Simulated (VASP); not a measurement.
ZnAg, 4 atoms in the cell. The structure is tetragonal, space group P4/mmm (No. 123). The conventional cell has a = 2.780 Å, b = 2.780 Å, c = 3.787 Å, α = 90.00°, β = 90.00°, γ = 90.00°. Zn (site symmetry 4/mmm) has 8 Ag at 2.73 Å and 4 Zn at 2.78 Å within 3.6 Å. Within 3.6 Å of Ag (site symmetry 4/mmm) lie 8 Zn at 2.73 Å and 4 Ag at 2.78 Å. 

- Program: VASP 6.6.1
- Task: single point
- Functional: LDA
- Potentials or basis: VASP PAW LDA potentials, release 64 (Zn, Ag)
- Cutoff: 520 eV
- k mesh: 6 × 6 × 6
- Occupations: gaussian, width 0.1 eV
- Spin: no spin polarisation
- Dipole correction: no
- Further INCAR settings: ALGO = Normal; EDIFF = 1e-06; NBANDS = 31

Potentials or basis: VASP PAW LDA potentials, release 64 (Zn, Ag).

The run is started by

```console
$ cat potpaw_LDA.64/Zn/POTCAR potpaw_LDA.64/Ag/POTCAR > POTCAR
$ mpirun -np 1 vasp_std > vasp.out
```

Hardware: 1 thread of Intel Xeon 8259CL, with other jobs on the host.

Question: Estimate the wall time of this run.

Answer: Wall time 100 s on 1 thread of Intel Xeon 8259CL (shared host), peak memory 0.19 GiB. Counts: scf iterations 12, k points 40.
